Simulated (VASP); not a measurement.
**Zr: relaxation of shape and atoms at fixed volume with PBE**

The system is Zr.

```
Zr
1.0
     4.83691    0.00000    0.00000
    -2.41846    4.18889    0.00000
     0.00000    0.00000    3.01358
Zr
3
Direct
  0.00000 0.00000 0.00000
  0.33333 0.66667 0.50000
  0.66667 0.33333 0.50000
```

This isn't the form of Zr at room conditions, which is hcp.

```json
{
  "Program": "VASP 6.6.1",
  "Task": "relaxation of shape and atoms at fixed volume",
  "Functional": "PBE",
  "Potentials or basis": "VASP PAW PBE potentials, release 64 (Zr_sv)",
  "Cutoff": "600 eV",
  "k mesh": "8 × 8 × 11",
  "Occupations": "fermi-dirac, width 0.1 eV",
  "Spin": "no spin polarisation",
  "Dipole correction": "no",
  "Further INCAR settings": "ALGO = Normal; EDIFF = 1e-06; IBRION = 2; EDIFFG = -0.005; NSW = 50; ISIF = 4"
}
```

```yaml
Energy_gained_by_relaxing: 0.0 meV/atom
Ionic_steps: 2
Pressure_after_relaxing: 15.2 GPa
Band_gap_on_the_k_mesh: zero (bands 18 and 19 overlap by 0.70 eV)
```

Final structure:
```
Zr
1.0
     4.83587    0.00000    0.00000
    -2.41794    4.18799    0.00000
     0.00000    0.00000    3.01488
Zr
3
Direct
  0.00000 0.00000 0.00000
  0.33333 0.66667 0.50000
  0.66667 0.33333 0.50000
```

Levels at points of the mesh, in eV from the Fermi level:
| k point | band 14 | band 15 | band 16 | band 17 | band 18 | band 19 | band 20 | band 21 | band 22 |
| --- | --- | --- | --- | --- | --- | --- | --- | --- | --- |
| (0.00, 0.00, 0.00) | -2.76 | -0.40 | -0.40 | -0.36 | -0.36 | -0.14 | 0.92 | 1.81 | 1.81 |
| (0.50, 0.00, 0.00) | -3.09 | -3.02 | -0.76 | -0.75 | -0.56 | -0.04 | 0.81 | 1.22 | 2.22 |

It took 2.4 min on 1 thread of Intel Xeon 8259CL (shared host), peak memory 0.24 GiB.
